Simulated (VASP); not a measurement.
## C: relaxation of cell and atoms with PBE

Crystal: C.

```
CELL_PARAMETERS angstrom
1.56841 0.00000 0.00000
-0.78421 1.35828 0.00000
0.00000 0.00000 1.47431
ATOMIC_POSITIONS crystal
C 0.00000 0.00000 0.00000
```

```yaml
Program: VASP 6.6.1
Task: relaxation of cell and atoms
Functional: PBE
Potentials_or_basis: VASP PAW PBE potentials, release 64 (C)
Cutoff: 600 eV
k_mesh: 29 × 29 × 26
Occupations: fermi-dirac, width 0.08 eV
Spin: no spin polarisation
Target_pressure: 600 GPa
Dipole_correction: no
Further_INCAR_settings: ALGO = Normal; EDIFF = 1e-06; IBRION = 2; EDIFFG = -0.005; NSW = 60; ISIF = 3
```

| Property | Result |
| --- | --- |
| Relaxed volume | 3.11 Å³/atom |
| Relaxed cell | a = 1.593 Å, b = 1.593 Å, c = 1.414 Å, α = 90.00°, β = 90.00°, γ = 120.00° |
| Space group after relaxing (to 0.1 Å) | P6/mmm (No. 191) |
| Energy change on relaxing (the run minimises the enthalpy) | +56.1 meV/atom |
| Ionic steps | 15 |
| Pressure after relaxing | 600.0 GPa |
| Band gap on the k mesh | zero (bands 2 and 3 overlap by 23.59 eV) |

Stress tensor (GPa, compression positive):
```
599.98   0.00   0.00
  0.00 599.98   0.00
  0.00   0.00 599.90
```

The path:
| step | energy change (eV) | largest force (eV/Å) | pressure (GPa) | volume (Å³) |
| --- | --- | --- | --- | --- |
| 1 | 0.0000 | 0.0000 | 560.33 | 3.14 |
| 2 | 1.7422 | 0.0000 | 924.56 | 2.78 |
| 3 | 0.2886 | 0.0000 | 633.53 | 3.05 |
| 4 | 0.3438 | 0.0000 | 646.52 | 3.03 |
| 5 | -0.1721 | 0.0000 | 570.78 | 3.21 |
| 6 | 0.1540 | 0.0000 | 621.18 | 3.08 |
| 7 | 0.1907 | 0.0000 | 626.28 | 3.07 |
| 8 | -0.3677 | 0.0000 | 515.32 | 3.23 |
| 9 | 0.0554 | 0.0000 | 599.67 | 3.11 |
| 10 | 0.0585 | 0.0000 | 600.28 | 3.10 |
| 11 | 0.0611 | 0.0000 | 600.80 | 3.10 |
| 12 | 0.0549 | 0.0000 | 599.97 | 3.11 |
| 13 | 0.0585 | 0.0000 | 600.46 | 3.10 |
| 14 | 0.0506 | 0.0000 | 598.94 | 3.11 |
| 15 | 0.0561 | 0.0000 | 599.95 | 3.11 |

Final structure:
```cif
data_structure
_symmetry_space_group_name_H-M 'P 1'
_symmetry_Int_Tables_number 1
_cell_length_a 1.5927
_cell_length_b 1.5927
_cell_length_c 1.4136
_cell_angle_alpha 90.000
_cell_angle_beta 90.000
_cell_angle_gamma 120.000
_cell_volume 3.11
loop_
_atom_site_label
_atom_site_type_symbol
_atom_site_fract_x
_atom_site_fract_y
_atom_site_fract_z
_atom_site_occupancy
C1 C 0.00000 0.00000 0.00000 1
```

Levels at points of the mesh, in eV from the Fermi level:
```csv
k point,band 1,band 2,band 3,band 4,band 5,band 6
"(0.00, 0.00, 0.00)",-33.12,15.92,15.92,18.52,35.92,43.08
"(0.00, 0.00, 0.50)",-21.08,-15.33,22.65,22.65,44.00,57.14
```

Run time: 3 min on 1 thread of Intel Xeon 8259CL, on a shared host, peak memory 0.13 GiB.

Caveat: the cell is relaxed towards a set pressure, so the run minimises the enthalpy, not the energy.
